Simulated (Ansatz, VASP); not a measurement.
## Sb in VASP and in Ansatz

```
CELL_PARAMETERS angstrom
0.00000 2.39796 2.39796
2.39796 0.00000 2.39796
2.39796 2.39796 0.00000
ATOMIC_POSITIONS crystal
Sb 0.00000 0.00000 0.00000
```

Alike in both runs: functional PBE; k mesh 15 × 15 × 15; occupations fermi-dirac, width 0.05 eV; no spin polarisation.

Ansatz relaxed the structure, and its values are those at the end. VASP's run is a single point on that final structure, the one shown.

|  | VASP | Ansatz |
| --- | --- | --- |
| version | VASP 6.6.1 | Ansatz 0.2.0 |
| potentials or method | VASP PAW PBE potentials, release 64 (Sb), cutoff 520 eV | all-electron LAPW, non-relativistic |

```tsv
	VASP	Ansatz	Ansatz less VASP
pressure (GPa)	-0.3	0.0	+0.27
```

Ansatz ran all-electron here, and VASP with PAW potentials.

Spin-orbit coupling is off throughout.
